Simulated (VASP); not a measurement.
Set up this calculation in VASP 6.6.1, as the native input.

* Task: single point
* Functional: LDA
* Potentials or basis: VASP PAW LDA potentials, release 64 (Sr_sv, Br)
* Cutoff: 520 eV
* k mesh: 10 × 10 × 5
* Occupations: fermi-dirac, width 0.03 eV
* Spin: no spin polarisation
* Dipole correction: no
* k mesh for the DOS: 15 × 15 × 8
* Occupations for the DOS: tetrahedron
* Further INCAR settings: ALGO = Normal; EDIFF = 1e-06

The system is SrBr2 (MoS2 1H type).

```xyz
3
Lattice="4.2018 0.0000 0.0000 -2.1009 3.6389 0.0000 0.0000 0.0000 7.2899" Properties=species:S:1:pos:R:3 pbc="T T T"
Sr    0.0000    0.0000    0.0000
Br    0.0000    2.4259    1.7774
Br    0.0000    2.4259    5.5125
```

The input as run:

POSCAR

```
SrBr2
1.0
    4.2018144460      0.0000000000      0.0000000000
   -2.1009072230      3.6388780522      0.0000000000
    0.0000000000      0.0000000000      7.2898609864
Sr Br
1 2
Direct
    0.0000000000      0.0000000000      0.0000000000
    0.3333333333      0.6666666667      0.2438124328
    0.3333333333      0.6666666667      0.7561875672
```

INCAR.step1

```
ALGO = Normal
EDIFF = 1E-6
ENCUT = 520
GGA = CA
ISIF = 2
ISMEAR = -1
LASPH = True
LCHARG = True
LREAL = False
LWAVE = False
NBANDS = 19
NELM = 60
PREC = Accurate
SIGMA = 0.03
```

KPOINTS.step1

```
k-points
0
Gamma
  10 10 5
```

INCAR.step2

```
ALGO = Normal
EDIFF = 1E-6
ENCUT = 520
GGA = CA
ICHARG = 11
ISIF = 2
ISMEAR = -5
LASPH = True
LCHARG = False
LORBIT = 10
LREAL = False
LWAVE = False
NEDOS = 1001
NELM = 60
PREC = Accurate
SIGMA = 0.03
```

KPOINTS.step2

```
k-points
0
Gamma
  15 15 8
```

Potentials or basis: VASP PAW LDA potentials, release 64 (Sr_sv, Br).

The run is started by

```bash
$ cat potpaw_LDA.64/Sr_sv/POTCAR potpaw_LDA.64/Br/POTCAR > POTCAR
$ cp INCAR.step1 INCAR
$ cp KPOINTS.step1 KPOINTS
$ mpirun -np 1 vasp_std > vasp.out
$ cp INCAR.step2 INCAR
$ cp KPOINTS.step2 KPOINTS
$ mpirun -np 1 vasp_std > vasp.out
```

It gave:

The valence electrons inside the program's atomic spheres are Sr 8.01; Br 4.89.

Wall time 110 s on 1 thread of Intel(R) Xeon(R) Platinum 8488C (Sapphire Rapids), with other jobs on the host, peak memory 0.37 GiB.
